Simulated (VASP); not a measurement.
Here is a VASP 6.6.1 calculation.

INCAR

```
SYSTEM = Be
PREC = Accurate
ENCUT = 520
EDIFF = 1E-6
ISMEAR = 0
SIGMA = 0.15
LREAL = .False.
LASPH = .True.
NELM = 60
ALGO = Fast
ISIF = 2
LWAVE = .False.
LCHARG = .False.
GGA = PE
NBANDS = 9
```

The input KPOINTS:

```
Automatic mesh
0
Gamma
  24 24 14
  0 0 0
```

The input POSCAR:

```
Be
1.0
    2.3569895345      0.0000000000      0.0000000000
   -1.1784947673      2.0412128133      0.0000000000
    0.0000000000      0.0000000000      3.4208550000
Be
2
Direct
    0.3333333333      0.6666666667      0.2500000000
    0.6666666667      0.3333333333      0.7500000000
```

Potentials or basis: VASP PAW PBE potentials, release 64 (Be).

Command:

```sh
$ cat potpaw_PBE.64/Be/POTCAR > POTCAR
$ mpirun -np 1 vasp_std > vasp.out
```

(1) Predict the band gap on the k mesh.

(2) Estimate the pressure.

Results:

(1) zero (band 2 reaches 7.67 eV, above the bottom of band 3 at 5.22 eV).

(2) -2.9 GPa.

Caveat: the cell differs from its parent crystal (strain +0.025 along x and y, -0.050 along z).
